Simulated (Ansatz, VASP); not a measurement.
MgS in VASP and in Ansatz

Contents of INCAR:

```
PREC = Accurate ; ENCUT = 520
EDIFF = 1E-7 ; ISMEAR = -1
SIGMA = 0.01 ; LREAL = False
LASPH = True ; NELM = 80
ALGO = Normal ; ISIF = 2
LWAVE = False ; LCHARG = True
GGA = PE ; LELF = True
LVHAR = True ; NBANDS = 11
```

Contents of KPOINTS:

```
Automatic mesh
0
Gamma
  8 8 8
```

File POSCAR:

```
MgS
1.0
    0.0000000000      2.6188799723      2.6188799723
    2.6188799723      0.0000000000      2.6188799723
    2.6188799723      2.6188799723      0.0000000000
Mg S
1 1
Direct
    0.0000000000      0.0000000000      0.0000000000
    0.5000000000      0.5000000000      0.5000000000
```

Input for Ansatz:

```yaml
crystal:
  lattice:
    - [0.0, 2.6188799723, 2.6188799723]
    - [2.6188799723, 0.0, 2.6188799723]
    - [2.6188799723, 2.6188799723, 0.0]
  atoms:
    - { symbol: Mg, position: [0.0, 0.0, 0.0] }
    - { symbol: S, position: [0.5, 0.5, 0.5] }
kpoints:
  mp_grid: { grid: [8, 8, 8] }
scf:
  occupations: { method: fermi_dirac, width: 0.01 }
hamiltonian:
  xc: pbe
  pseudopotentials: { kind: all_electron, lapw: { basis_error: 0.00025 } }
output:
  forces: true
  stress: true
  eigenvalues: true
```

Change from the starting cell: volume scaled by 1.02.

Alike in both runs: task single point; functional PBE; k mesh 8 × 8 × 8; occupations fermi-dirac, width 0.01 eV; no spin polarisation.

```csv
,VASP,Ansatz
version,VASP 6.6.1,Ansatz 0.2.0
potentials or method,"VASP PAW PBE potentials, release 64 (Mg, S), cutoff 520 eV","all-electron LAPW, scalar-relativistic"
```

Ansatz gave:

- gap on the k mesh at the Fermi level (eV): 2.74
- pressure (GPa): -0.3

What did VASP give for the same quantities?

gap on the k mesh at the Fermi level (eV): 2.73; pressure (GPa): -0.6.

Ansatz ran all-electron here, and VASP with PAW potentials.
